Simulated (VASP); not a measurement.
# InSe (C2/m) in VASP: single point with PBEsol+D3(BJ)

Aim: the single point of InSe with PBEsol+D3(BJ).

All numbers are computed with VASP 6.6.1; they aren't measurements. Logs are shortened: lines on timing, memory, paths and dates and some standing lists are left out, and cuts for length are marked.

## 1. The cell of the first run

The structure is monoclinic, space group C2/m (No. 12). The conventional cell has a = 11.811 Å, b = 4.089 Å, c = 4.228 Å, α = 90.00°, β = 110.81°, γ = 90.00°. In (site symmetry m) has 5 Se at 2.65 to 3.22 Å and 1 In at 2.76 Å within 3.5 Å. Within 3.6 Å of Se (site symmetry m) lie 5 In at 2.65 to 3.22 Å and 3 Se at 3.27 to 3.60 Å.

## 2. Single point, PBEsol+D3(BJ)

File INCAR:

```
PREC = Accurate
ENCUT = 520
EDIFF = 1E-6
ISMEAR = 0
SIGMA = 0.02
LREAL = F
LASPH = T
NELM = 80
ALGO = Normal
ISIF = 2
LWAVE = F
LCHARG = F
GGA = PS
IVDW = 12
NBANDS = 27
```

File KPOINTS:

```
regular mesh
0
Gamma
  10 10 10
```

File POSCAR:

```
InSe
1.0
    5.9167194550     -2.0443023002      0.0649409095
    5.9167194550      2.0443023002      0.0649409095
   -1.5652153997      0.0000000000      3.9275755751
In Se
2 2
Direct
    0.8820754945      0.8820754945     -0.0106525271
    0.1179245055      0.1179245055      1.0106525271
    0.6476520082      0.6476520082      0.6227629601
    0.3523479918      0.3523479918      0.3772370399
```

Potentials or basis: VASP PAW PBE potentials, release 64 (In_d, Se).

Launch:

```sh
$ cat potpaw_PBE.64/In_d/POTCAR potpaw_PBE.64/Se/POTCAR > POTCAR
$ mpirun -np 1 vasp_std > vasp.out
```

OUTCAR:

```text
PREC = Accurate
   ENCUT = 520
   EDIFF = 1E-6
   ISMEAR = 0
   LREAL = F
   LASPH = T
   NELM = 80
   ISIF = 2
   GGA = PS
   IVDW = 12
 IVDW          = 12

 ion  position               nearest neighbor table
   1  0.882  0.882  0.989-   3 2.65   4 2.72   4 2.72   2 2.76   4 3.22   4 3.22   2 3.76   2 3.76

   2  0.118  0.118  0.011-   4 2.65   3 2.72   3 2.72   1 2.76   3 3.22   3 3.22   1 3.76   1 3.76

   3  0.648  0.648  0.623-   1 2.65   2 2.72   2 2.72   2 3.22   2 3.22
   4  0.352  0.352  0.377-   2 2.65   1 2.72   1 2.72   1 3.22   1 3.22

  Warning from LATTYP: Got some problem with cell dimensions!
  Tried to take original basis but could not verify dimensions!
  LATTYP: Found a base centered monoclinic cell.
 ALAT       =    11.8111431154
 B/A-ratio  =     0.3461650206
 C/A-ratio  =     0.3579646936
 COS(beta)  =    -0.3552410517

  Lattice vectors:

 A1 = (  -4.3515040553,   2.0443023002,  -3.9925164846)
 A2 = (  -4.3515040553,  -2.0443023002,  -3.9925164846)
 A3 = (  -1.5652153997,   0.0000000000,   3.9275755751)

Analysis of symmetry for initial positions (statically):
=====================================================================
 Subroutine PRICEL returns:
 Original cell was already a primitive cell.

 Routine SETGRP: Setting up the symmetry group for a
 base centered monoclinic supercell.

 Subroutine GETGRP returns: Found  4 space group operations
 (whereof  4 operations were pure point group operations)
 out of a pool of  4 trial point group operations.

The static configuration has the point symmetry C_2h.

Analysis of symmetry for dynamics (positions and initial velocities):
=====================================================================
 Subroutine PRICEL returns:
 Original cell was already a primitive cell.

 Routine SETGRP: Setting up the symmetry group for a
 base centered monoclinic supercell.

 Subroutine GETGRP returns: Found  4 space group operations
 (whereof  4 operations were pure point group operations)
 out of a pool of  4 trial point group operations.

The dynamic configuration has the point symmetry C_2h.

 Subroutine INISYM returns: Found  4 space group operations
 (whereof  4 operations are pure point group operations),
 and found     1 'primitive' translations

----------------------------------------------------------------------------------------

                                     Primitive cell
[... 94 lines left out ...]
   NELM   =     80;   NELMIN=  2; NELMDL= -5     # of ELM steps
   EDIFF  = 0.1E-05   stopping-criterion for ELM
   LREAL  =      F    real-space projection
   EDIFFG = 0.1E-04   stopping-criterion for IOM
   NSW    =      0    number of steps for IOM
   IBRION =     -1    ionic relax: 0-MD 1-quasi-New 2-CG
   NFREE  =      0    steps in history (QN), initial steepest desc. (CG)
   ISIF   =      2    stress and relaxation
   ISYM   =      2    0-nonsym 1-usesym 2-fastsym
   POTIM  = 0.5000    time-step for ionic-motion
   TEBEG  =    0.0;   TEEND  =   0.0 temperature during run
   PSTRESS=    0.0 pullay stress
   NELECT =      38.0000    total number of electrons
   NUPDOWN=      -1.0000    fix difference up-down
   EMIN   =  10.00;   EMAX   =-10.00  energy-range for DOS
   EFERMI =   0.00;   METHOD = LEGACY
   ISMEAR =     0;   SIGMA  =   0.02  broadening in eV -4-tet -1-fermi 0-gaus
   EFERMI_NEDOS =   21; number of points for ismear=-14 and -15
   IALGO  =     38    algorithm
   IMIX   =      4    mixing-type and parameters
     AMIX     =   0.40;   BMIX     =  1.00
     AMIX_MAG =   1.60;   BMIX_MAG =  1.00
  volume/ion in A,a.u.               =      23.86       161.00
  Fermi-wavevector in a.u.,A,eV,Ry     =   1.204418  2.276020 19.736928  1.450623
  Thomas-Fermi vector in A             =   2.340144
   LORBIT       =      0    0 simple, 1 ext, 2 COOP (PROOUT), +10 PAW based schemes
   GGA     = PS    functional components
   LHFCALC =     F    Hartree Fock is set to
   AEXX    =    0.0000 exact exchange contribution
   IVDW    =    12    specifies the selected vdW correction
   LEPSILON=     F    determine dielectric tensor
   LRPA    =     F    only Hartree local field effects (RPA)
 non-spin polarized calculation
 Gauss-broadening in eV      SIGMA  =   0.02
  energy-cutoff  :      520.00
  volume of cell :       95.43
 maximum number of plane-waves:      2594
   NGX = 23   NGY = 23   NGZ = 15

 number of electron      38.0000002 magnetization

 Free energy of the ion-electron system (eV)
  ---------------------------------------------------
  ext. energy  EPLUGINS =         0.00000000
  ---------------------------------------------------
  free energy    TOTEN  =       -15.50133912 eV

  energy without entropy =      -15.50133911  energy(sigma->0) =      -15.50133912

 E-fermi :   6.0315     XC(G=0): -10.2227

 val. band max:        5.9723104175   @ k =  -0.2000  -0.2000   0.4000
 cond. band min:       6.0901454423   @ k =   0.4000   0.4000   0.0000
 fundamental gap:      0.1178350248
 Fermi energy:         6.0314702874

 k-point     1 :       0.0000    0.0000    0.0000
  band No.  band energies     occupation
      1      -8.8953      2.00000
      2      -8.8226      2.00000
      3      -8.5334      2.00000
      4      -8.5314      2.00000
      5      -8.5038      2.00000
      6      -8.4994      2.00000
[... 709 lines left out ...]
     26      12.8368      0.00000
     27      13.1367      0.00000

 [... further k-points ...]

------------------------ aborting loop because EDIFF is reached ----------------------------------------

 Edisp (eV)   -1.41456

 E8    (eV) :    -0.9635

  FORCE on cell =-STRESS in cart. coord.  units (eV):
  Direction    XX          YY          ZZ          XY          YZ          ZX
  --------------------------------------------------------------------------------------
  -------------------------------------------------------------------------------------
  Total       0.05751     0.05392     0.06728     0.00000     0.00000    -0.00041
  in kB       0.96561     0.90533     1.12951     0.00000     0.00000    -0.00681
  external pressure =        1.00 kB  Pullay stress =        0.00 kB

 VOLUME and BASIS-vectors are now :
 -----------------------------------------------------------------------------
  energy-cutoff  :      520.00
  volume of cell :       95.43
      direct lattice vectors                 reciprocal lattice vectors
     5.916719455 -2.044302300  0.064940910     0.084138261 -0.244582222  0.033530736
     5.916719455  2.044302300  0.064940910     0.084138261  0.244582222  0.033530736
    -1.565215400  0.000000000  3.927575575    -0.002782386  0.000000000  0.253501161

 POSITION                                       TOTAL-FORCE (eV/Angst)
 -----------------------------------------------------------------------------------
      8.88944      0.00000      4.00030         0.014839      0.000000     -0.004163
      1.37878      0.00000      0.05715        -0.014839      0.000000      0.004163
      6.68919      0.00000      2.53007        -0.005246      0.000000     -0.014943
      3.57903      0.00000      1.52739         0.005246      0.000000      0.014943
 -----------------------------------------------------------------------------------
    total drift:                                0.000000      0.000000     -0.000000

  FREE ENERGIE OF THE ION-ELECTRON SYSTEM (eV)
  ---------------------------------------------------
  free  energy   TOTEN  =       -16.9158942405 eV

  energy  without entropy=      -16.9158942321  energy(sigma->0) =      -16.91589424
```

OSZICAR:

```text
N       E                     dE             d eps       ncg     rms          rms(c)
DAV:   1     0.336982603369E+03    0.33698E+03   -0.17723E+04 15244   0.167E+03
DAV:   2     0.236012706579E+02   -0.31338E+03   -0.30395E+03 15299   0.403E+02
DAV:   3    -0.143166316906E+02   -0.37918E+02   -0.37227E+02 19353   0.145E+02
DAV:   4    -0.158921054388E+02   -0.15755E+01   -0.15703E+01 18510   0.295E+01
DAV:   5    -0.159410940936E+02   -0.48989E-01   -0.48981E-01 22265   0.532E+00    0.653E+00
DAV:   6    -0.155350113234E+02    0.40608E+00   -0.73276E-01 21364   0.154E+01    0.386E+00
DAV:   7    -0.155047333111E+02    0.30278E-01   -0.30410E-01 23221   0.513E+00    0.108E+00
DAV:   8    -0.155014629783E+02    0.32703E-02   -0.40945E-02 23119   0.234E+00    0.527E-01
DAV:   9    -0.155013363350E+02    0.12664E-03   -0.38797E-03 22518   0.619E-01    0.167E-01
DAV:  10    -0.155013357113E+02    0.62368E-06   -0.35005E-04 23026   0.141E-01    0.100E-01
DAV:  11    -0.155013428160E+02   -0.71046E-05   -0.98917E-05 21845   0.122E-01    0.292E-02
DAV:  12    -0.155013389567E+02    0.38593E-05   -0.16743E-05 19801   0.371E-02    0.156E-02
DAV:  13    -0.155013391223E+02   -0.16553E-06   -0.14673E-06 12128   0.869E-03
   1 F= -.16915894E+02 E0= -.16915894E+02  d E =-.833845E-08
```

Run time: 24 min. Hardware: 1 thread of AMD EPYC 7R13, shared host; peak memory 0.7 GiB.

Results:

```
Free energy                : -16.9159 eV
Pressure                   : 0.1 GPa
Largest force              : 0.016 eV/Å
Band gap on the k mesh     : 0.12 eV (least direct gap 0.84 eV)
Dispersion energy per atom : -0.354 eV
```

Forces in eV/Å, atoms in the order of the input:
```
In   0.015  0.000 -0.004
In  -0.015  0.000  0.004
Se  -0.005  0.000 -0.015
Se   0.005  0.000  0.015
```

Levels at points of the mesh, in eV from the valence-band top:
```tsv
k point	band 16	band 17	band 18	band 19	band 20	band 21	band 22	band 23
(0.00, 0.00, 0.00)	-3.00	-2.86	-2.24	-2.09	2.25	3.61	4.25	5.09
(0.50, 0.00, 0.00)	-2.20	-1.86	-1.62	-0.68	1.33	2.67	2.84	3.11
(0.50, 0.50, 0.00)	-2.96	-1.48	-1.35	-0.90	0.55	1.94	2.86	5.25
(0.00, 0.00, 0.50)	-2.16	-2.04	-1.45	-0.28	0.70	2.68	2.84	3.17
(0.50, 0.00, 0.50)	-4.08	-3.38	-2.95	-2.71	1.51	3.03	3.96	4.65
(0.50, 0.50, 0.50)	-1.87	-1.84	-1.68	-0.22	1.52	2.78	2.95	3.06
```

Caveat: the PAW data sets were made with another functional, which shifts forces and pressure a little; spin-orbit coupling is left out, which moves the levels of the heavy elements.
